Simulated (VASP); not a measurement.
# O (Pm-3m) in VASP: density of states with PBE

Aim: the density of states of O with PBE.

Everything below comes from runs of VASP 6.6.1. Logs are shortened: lines on timing, memory, paths and dates and some standing lists are left out, and cuts for length are marked.

### 1 The cell of the first run

It takes space group Pm-3m (No. 221, cubic). Conventional cell: a = 1.998 Å, b = 1.998 Å, c = 1.998 Å, α = 90.00°, β = 90.00°, γ = 90.00°. Within 2.6 Å of O (site symmetry m-3m) lie 6 O at 2.00 Å.

### 2 Density of states, PBE

POSCAR

```
O
1.0
    1.9979535778      0.0000000000      0.0000000000
    0.0000000000      1.9979535778      0.0000000000
    0.0000000000      0.0000000000      1.9979535778
O
1
Direct
    0.0000000000      0.0000000000      0.0000000000
```

INCAR.step1

```
SYSTEM = O
PREC     = Accurate       ! precision mode
ENCUT    = 520            ! plane-wave cutoff, eV
EDIFF    = 1E-6           ! SCF threshold, eV
ISMEAR   = -1             ! smearing method
SIGMA    = 0.1            ! smearing width, eV
LREAL    = .False.        ! projectors in reciprocal space
LASPH    = .True.         ! aspherical terms in the spheres
NELM     = 80             ! most SCF steps
ALGO     = Normal         ! electronic algorithm
ISIF     = 2              ! what is computed and relaxed
LWAVE    = .False.        ! write WAVECAR
LCHARG   = .True.         ! write CHGCAR
GGA      = PE             ! functional
NBANDS   = 9              ! bands
```

KPOINTS.step1

```
regular mesh
0
Gamma
  18 18 18
  0 0 0
```

INCAR.step2

```
SYSTEM = O
PREC     = Accurate       ! precision mode
ENCUT    = 520            ! plane-wave cutoff, eV
EDIFF    = 1E-6           ! SCF threshold, eV
ISMEAR   = -5             ! smearing method
SIGMA    = 0.1            ! smearing width, eV
LREAL    = .False.        ! projectors in reciprocal space
LASPH    = .True.         ! aspherical terms in the spheres
NELM     = 80             ! most SCF steps
ALGO     = Normal         ! electronic algorithm
ISIF     = 2              ! what is computed and relaxed
LWAVE    = .False.        ! write WAVECAR
LCHARG   = .False.        ! write CHGCAR
GGA      = PE             ! functional
LORBIT   = 10             ! projections on sites
NBANDS   = 9              ! bands
NEDOS    = 1001           ! points of the DOS
ICHARG   = 11             ! starting density
```

KPOINTS.step2

```
regular mesh
0
Gamma
  27 27 27
  0 0 0
```

Potentials or basis: VASP PAW PBE potentials, release 64 (O).

Command:

```bash
cat potpaw_PBE.64/O/POTCAR > POTCAR
cp INCAR.step1 INCAR
cp KPOINTS.step1 KPOINTS
mpirun -np 1 vasp_std > vasp.out
cp INCAR.step2 INCAR
cp KPOINTS.step2 KPOINTS
mpirun -np 1 vasp_std > vasp.out
```

OUTCAR:

```text
SYSTEM = O
   PREC = Accurate
   ENCUT = 520
   EDIFF = 1E-6
   ISMEAR = -5
   LREAL = .False.
   LASPH = .True.
   NELM = 80
   ISIF = 2
   GGA = PE
   LORBIT = 10
   ICHARG = 11

 ion  position               nearest neighbor table
   1  0.000  0.000  0.000-

  LATTYP: Found a simple cubic cell.
 ALAT       =     1.9979535778

  Lattice vectors:

 A1 = (   1.9979535778,   0.0000000000,   0.0000000000)
 A2 = (   0.0000000000,   1.9979535778,   0.0000000000)
 A3 = (   0.0000000000,   0.0000000000,   1.9979535778)

Analysis of symmetry for initial positions (statically):
=====================================================================
 Subroutine PRICEL returns:
 Original cell was already a primitive cell.

 Routine SETGRP: Setting up the symmetry group for a
 simple cubic supercell.

 Subroutine GETGRP returns: Found 48 space group operations
 (whereof 48 operations were pure point group operations)
 out of a pool of 48 trial point group operations.

The static configuration has the point symmetry O_h .

Analysis of symmetry for dynamics (positions and initial velocities):
=====================================================================
 Subroutine PRICEL returns:
 Original cell was already a primitive cell.

 Routine SETGRP: Setting up the symmetry group for a
 simple cubic supercell.

 Subroutine GETGRP returns: Found 48 space group operations
 (whereof 48 operations were pure point group operations)
 out of a pool of 48 trial point group operations.

The dynamic configuration has the point symmetry O_h .

 Subroutine INISYM returns: Found 48 space group operations
 (whereof 48 operations are pure point group operations),
 and found     1 'primitive' translations

----------------------------------------------------------------------------------------

                                     Primitive cell

  volume of cell :       7.9755

  direct lattice vectors                    reciprocal lattice vectors
     1.997953578  0.000000000  0.000000000     0.500512130  0.000000000  0.000000000
     0.000000000  1.997953578  0.000000000     0.000000000  0.500512130  0.000000000
     0.000000000  0.000000000  1.997953578     0.000000000  0.000000000  0.500512130

  length of vectors
[... 81 lines left out ...]
   NELM   =     80;   NELMIN=  2; NELMDL=  0     # of ELM steps
   EDIFF  = 0.1E-05   stopping-criterion for ELM
   LREAL  =      F    real-space projection
   EDIFFG = 0.1E-04   stopping-criterion for IOM
   NSW    =      0    number of steps for IOM
   IBRION =     -1    ionic relax: 0-MD 1-quasi-New 2-CG
   NFREE  =      0    steps in history (QN), initial steepest desc. (CG)
   ISIF   =      2    stress and relaxation
   ISYM   =      2    0-nonsym 1-usesym 2-fastsym
   POTIM  = 0.5000    time-step for ionic-motion
   TEBEG  =    0.0;   TEEND  =   0.0 temperature during run
   PSTRESS=    0.0 pullay stress
   NELECT =       6.0000    total number of electrons
   NUPDOWN=      -1.0000    fix difference up-down
   EMIN   =  10.00;   EMAX   =-10.00  energy-range for DOS
   EFERMI =   0.00;   METHOD = LEGACY
   ISMEAR =    -5;   SIGMA  =   0.10  broadening in eV -4-tet -1-fermi 0-gaus
   EFERMI_NEDOS =   21; number of points for ismear=-14 and -15
   IALGO  =     38    algorithm
   IMIX   =      4    mixing-type and parameters
     AMIX     =   0.40;   BMIX     =  1.00
     AMIX_MAG =   1.60;   BMIX_MAG =  1.00
  volume/ion in A,a.u.               =       7.98        53.82
  Fermi-wavevector in a.u.,A,eV,Ry     =   1.488926  2.813663 30.162775  2.216901
  Thomas-Fermi vector in A             =   2.601899
   LORBIT       =     10    0 simple, 1 ext, 2 COOP (PROOUT), +10 PAW based schemes
   GGA     = PE    functional components
   LHFCALC =     F    Hartree Fock is set to
   AEXX    =    0.0000 exact exchange contribution
   IVDW    =     0    specifies the selected vdW correction
   LEPSILON=     F    determine dielectric tensor
   LRPA    =     F    only Hartree local field effects (RPA)
 non-spin polarized calculation
 Fermi weights with tetrahedron method with Bloechl corrections
  energy-cutoff  :      520.00
  volume of cell :        7.98
 maximum number of plane-waves:       228
 NGX is ok and might be reduce to    16

 number of electron       6.0000000 magnetization

 Free energy of the ion-electron system (eV)
  ---------------------------------------------------
  ext. energy  EPLUGINS =         0.00000000
  ---------------------------------------------------
  free energy    TOTEN  =        -3.12042861 eV

  energy without entropy =       -3.12042861  energy(sigma->0) =       -3.12042861

 E-fermi :   2.5414     XC(G=0): -11.8704

 val. band max:        2.6703672585   @ k =   0.2963   0.1481   0.1481
 cond. band min:       2.4654997086   @ k =   0.4074   0.1852   0.1852
 fundamental gap:     -0.2048675498
 Fermi energy:         2.5414353296

 k-point     1 :       0.0000    0.0000    0.0000
  band No.  band energies     occupation
      1     -19.5953      2.00000
      2       3.6096      0.00000
      3       3.6096      0.00000
      4       3.6096      0.00000
      5      18.4578      0.00000
      6      29.6033      0.00000
      7      29.6033      0.00000
      8      47.0426      0.00000
      9      47.0426      0.00000
[... 265 lines left out ...]
 k-point    24 :       0.3704    0.0370    0.0000
  band No.  band energies     occupation
      1     -16.9361      2.00000
      2      -4.0758      2.00000
      3       4.3055      0.00000
      4       4.4314      0.00000
      5      22.3326      0.00000
      6      29.2596      0.00000
      7      33.8845      0.00000
      8      40.8561      0.00000
      9      41.3203      0.00000

 [... further k-points ...]
[... 5 lines left out ...]
  --------------------------------------------------------------------------------------
  -------------------------------------------------------------------------------------
  Total       -0.0533151     -0.0533151     -0.0533151     -0.0000000     -0.0000000      0.0000000
  in kB      -10.7103735    -10.7103735    -10.7103735     -0.0000000     -0.0000000      0.0000000
  external PRESSURE =     -10.7103735 kB  Pullay stress =       0.0000000 kB

 VOLUME and BASIS-vectors are now :
 -----------------------------------------------------------------------------
  energy-cutoff  :      520.00
  volume of cell :        7.98
      direct lattice vectors                 reciprocal lattice vectors
     1.997953578  0.000000000  0.000000000     0.500512130  0.000000000  0.000000000
     0.000000000  1.997953578  0.000000000     0.000000000  0.500512130  0.000000000
     0.000000000  0.000000000  1.997953578     0.000000000  0.000000000  0.500512130

 POSITION                                       TOTAL-FORCE (eV/Angst)
 -----------------------------------------------------------------------------------
      0.00000      0.00000      0.00000         0.000000      0.000000      0.000000
 -----------------------------------------------------------------------------------
    total drift:                               -0.000000      0.000000     -0.000000

  FREE ENERGIE OF THE ION-ELECTRON SYSTEM (eV)
  ---------------------------------------------------
  free  energy   TOTEN  =        -3.1204286057 eV

  energy  without entropy=       -3.1204286057  energy(sigma->0) =       -3.12042861

 total charge

# of ion       s       p       d       tot
------------------------------------------
    1        1.670   2.929   0.000   4.599
```

Wall time 17 s (1 thread of Intel Xeon 6975P-C, shared host); peak memory 0.15 GiB.

What came out:

```yaml
Valence_electrons_inside_the_program's_atomic_spheres: O 4.60
```

Caveat: tetrahedron occupations give inexact forces and stress in metals.
